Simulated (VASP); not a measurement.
A run of VASP 6.6.1:

Contents of POSCAR:

```
Rb2Pd
1.0
    0.0000000000      4.1232180000      3.9376731900
    4.1232180000      0.0000000000      3.9376731900
    4.1232180000      4.1232180000      0.0000000000
Rb Pd
2 1
Direct
    0.2500000000      0.2500000000      0.2500000000
    0.7500000000      0.7500000000      0.7500000000
    0.0000000000      0.0000000000      0.0000000000
```

File INCAR.step1:

```
SYSTEM = Rb2Pd
PREC = Accurate
ENCUT = 520
ISMEAR = 0
SIGMA = 0.05
LREAL = .False.
LASPH = .True.
NELM = 100
NBANDS = 21
GGA = PE
ALGO = Normal
EDIFF = 1E-4
LWAVE = .True.
LCHARG = .False.
```

The input INCAR.step2:

```
SYSTEM = Rb2Pd
PREC = Accurate
ENCUT = 520
EDIFF = 1E-6
ISMEAR = 0
SIGMA = 0.05
LREAL = .False.
LASPH = .True.
NELM = 100
ALGO = Normal
ISIF = 2
LWAVE = .False.
LCHARG = .False.
METAGGA = R2SCAN
LMIXTAU = .True.
NBANDS = 21
ISTART = 1
```

The input KPOINTS:

```
Automatic mesh
0
Gamma
  6 6 6
  0 0 0
```

Potentials or basis: VASP PAW PBE potentials, release 64 (Rb_sv, Pd).

Command:

```bash
$ cat potpaw_PBE.64/Rb_sv/POTCAR potpaw_PBE.64/Pd/POTCAR > POTCAR
$ cp INCAR.step1 INCAR
$ mpirun -np 1 vasp_std > vasp.out
$ cp INCAR.step2 INCAR
$ mpirun -np 1 vasp_std > vasp.out
```

Hardware: 1 thread of Oxide Virtual Turin-like Processor, with other jobs on the host.

Problem. How long does it take, and how much memory?

Solution. Wall time 7.4 min on 1 thread of Oxide Virtual Turin-like Processor (shared host), peak memory 0.32 GiB. Counts: k points 30.
